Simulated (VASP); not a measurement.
Set up this calculation in VASP 6.6.1, as the native input.

- Task: single point
- Functional: HSE06
- Potentials or basis: VASP PAW PBE potentials, release 64 (Si)
- Cutoff: 400 eV
- k mesh: 1 × 1 × 1
- Occupations: gaussian, width 0.01 eV
- Spin: no spin polarisation
- Dipole correction: no
- Grid for exact exchange (PRECFOCK): Fast
- Further INCAR settings: LREAL = Auto; ALGO = Normal; EDIFF = 1e-06; NBANDS = 96
- Share of exact exchange: 0.25
- Screening parameter: 0.2079 1/Å

Crystal: Si.

```
CELL_PARAMETERS angstrom
0.00000 8.16555 8.16555
8.16555 0.00000 8.16555
5.44370 5.44370 0.00000
ATOMIC_POSITIONS crystal
Si 0.09143 0.08104 0.12705
Si 0.00051 0.00289 0.99272
Si 0.08190 0.08073 0.61942
Si 0.99708 0.99822 0.49851
Si 0.08019 0.41813 0.12215
Si 0.98892 0.33746 0.99796
Si 0.08076 0.41760 0.62619
Si 0.00018 0.33037 0.50099
Si 0.07801 0.75500 0.11843
Si 0.99928 0.66673 0.00114
Si 0.08248 0.75167 0.60611
Si 0.99919 0.66566 0.49707
Si 0.42152 0.07950 0.12389
Si 0.32583 0.00049 0.99085
Si 0.41075 0.09108 0.62799
Si 0.33285 0.00014 0.49177
Si 0.41253 0.41769 0.11320
Si 0.33383 0.32680 0.99995
Si 0.41231 0.42236 0.62967
Si 0.33106 0.32624 0.49518
Si 0.41601 0.74605 0.12581
Si 0.33635 0.66602 0.99702
Si 0.41896 0.74850 0.62880
Si 0.33176 0.67190 0.49785
Si 0.74582 0.08322 0.12098
Si 0.66291 0.99910 0.00328
Si 0.74194 0.08273 0.62353
Si 0.66571 0.00239 0.49245
Si 0.75189 0.41543 0.12494
Si 0.66546 0.33175 0.99660
Si 0.75104 0.42366 0.62996
Si 0.66927 0.33491 0.49691
Si 0.75175 0.75692 0.11769
Si 0.66923 0.66989 0.00098
Si 0.75244 0.75457 0.63621
Si 0.67095 0.67220 0.50133
```

These files were run (other wordings do the same):

POSCAR

```
Si
1.0
    0.0000000000      8.1655530000      8.1655530000
    8.1655530000      0.0000000000      8.1655530000
    5.4437020000      5.4437020000      0.0000000000
Si
36
Direct
    0.0914320000      0.0810370000      0.1270520000
    0.0005080000      0.0028930000     -0.0072850000
    0.0818970000      0.0807300000      0.6194160000
   -0.0029230000     -0.0017750000      0.4985100000
    0.0801930000      0.4181280000      0.1221550000
   -0.0110770000      0.3374580000     -0.0020360000
    0.0807580000      0.4175960000      0.6261950000
    0.0001830000      0.3303740000      0.5009950000
    0.0780080000      0.7550000000      0.1184250000
   -0.0007160000      0.6667330000      0.0011370000
    0.0824790000      0.7516730000      0.6061150000
   -0.0008100000      0.6656640000      0.4970720000
    0.4215180000      0.0795000000      0.1238930000
    0.3258270000      0.0004950000     -0.0091460000
    0.4107490000      0.0910830000      0.6279930000
    0.3328460000      0.0001380000      0.4917680000
    0.4125330000      0.4176890000      0.1132020000
    0.3338270000      0.3267960000     -0.0000520000
    0.4123090000      0.4223640000      0.6296670000
    0.3310640000      0.3262360000      0.4951770000
    0.4160110000      0.7460540000      0.1258110000
    0.3363540000      0.6660160000     -0.0029750000
    0.4189580000      0.7485040000      0.6287970000
    0.3317580000      0.6718950000      0.4978470000
    0.7458180000      0.0832220000      0.1209830000
    0.6629110000     -0.0008960000      0.0032820000
    0.7419430000      0.0827300000      0.6235300000
    0.6657080000      0.0023860000      0.4924450000
    0.7518880000      0.4154290000      0.1249410000
    0.6654620000      0.3317480000     -0.0034010000
    0.7510350000      0.4236610000      0.6299600000
    0.6692740000      0.3349110000      0.4969070000
    0.7517550000      0.7569220000      0.1176940000
    0.6692290000      0.6698870000      0.0009810000
    0.7524400000      0.7545660000      0.6362060000
    0.6709530000      0.6721970000      0.5013320000
```

INCAR.step1

```
PREC = Accurate
ENCUT = 400
EDIFF = 1E-5
ISMEAR = 0
SIGMA = 0.01
LREAL = Auto
LASPH = T
NELM = 120
ALGO = Normal
ISIF = 2
LWAVE = T
LCHARG = F
GGA = PE
NBANDS = 96
GGA_COMPAT = F
```

INCAR.step2

```
PREC = Accurate
ENCUT = 400
EDIFF = 1E-6
ISMEAR = 0
SIGMA = 0.01
LREAL = Auto
LASPH = T
NELM = 120
ALGO = Normal
ISIF = 2
LWAVE = F
LCHARG = F
GGA = PE
LHFCALC = T
HFSCREEN = 0.2079
PRECFOCK = Fast
ISTART = 1
NBANDS = 96
GGA_COMPAT = F
```

KPOINTS

```
regular mesh
0
Gamma
  1 1 1
```

Potentials or basis: VASP PAW PBE potentials, release 64 (Si).

Run with:

```sh
$ cat potpaw_PBE.64/Si/POTCAR > POTCAR
$ cp INCAR.step1 INCAR
$ mpirun -np 1 vasp_gam > vasp.out
$ cp INCAR.step2 INCAR
$ mpirun -np 1 vasp_gam > vasp.out
```

Results of the run:

```json
{
 "Pressure": "1.4 GPa",
 "Largest force": "2.495 eV/Å",
 "Band gap on the k mesh": "1.27 eV"
}
```

Caveat: the k points lie up to 1.00 Å⁻¹ apart; the PAW data sets were made with another functional, which shifts forces and pressure a little; an odd mesh through Γ misses points on the zone boundary, where band edges can lie.

It took 5.4 min on 1 thread of Intel(R) Xeon(R) Platinum 8488C (Sapphire Rapids), on a shared host, peak memory 0.77 GiB.
